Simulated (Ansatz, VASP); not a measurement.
Two plane-wave programs on As

```
As
1.0
     2.55855   -5.45686    0.00000
     2.55855    5.45686    0.00000
     0.00000    0.00000    3.63653
As
6
Direct
  0.10192 0.32163 0.50000
  0.89808 0.67837 0.50000
  0.32163 0.10192 0.50000
  0.67837 0.89808 0.50000
  0.00000 0.50000 0.00000
  0.50000 0.00000 0.00000
```

Alike in both runs: task relaxation of cell and atoms; functional PBE; k mesh 4 × 4 × 6; occupations gaussian, width 0.1 eV; no spin polarisation.

|  | VASP | Ansatz |
| --- | --- | --- |
| version | VASP 6.6.1 | Ansatz 0.2.0 |
| potentials or method | VASP PAW PBE potentials, release 64 (As), cutoff 600 eV | scalar-relativistic, plane waves, PAW |
| valence electrons in the cell | 30 | 90 |

|  | VASP | Ansatz | Ansatz less VASP |
| --- | --- | --- | --- |
| gap on the k mesh at the Fermi level, each at its own relaxed structure (eV) | none | none | - |
| relaxed volume (Å³/atom) | 22.50 | 22.51 | +0.015 |
| relaxed length of the cell vector where the two differ most in proportion (Å) | 3.892 | 3.906 | +0.0137 |

A gap of «none» marks a metal or a gap that the smearing closes. VASP's potentials hold 30 valence electrons a cell and Ansatz's 90, so a difference there can come from the potentials and not from the codes.

Noted on VASP's run: the volume moved by over 15 % at a fixed basis, so the end points are rough.
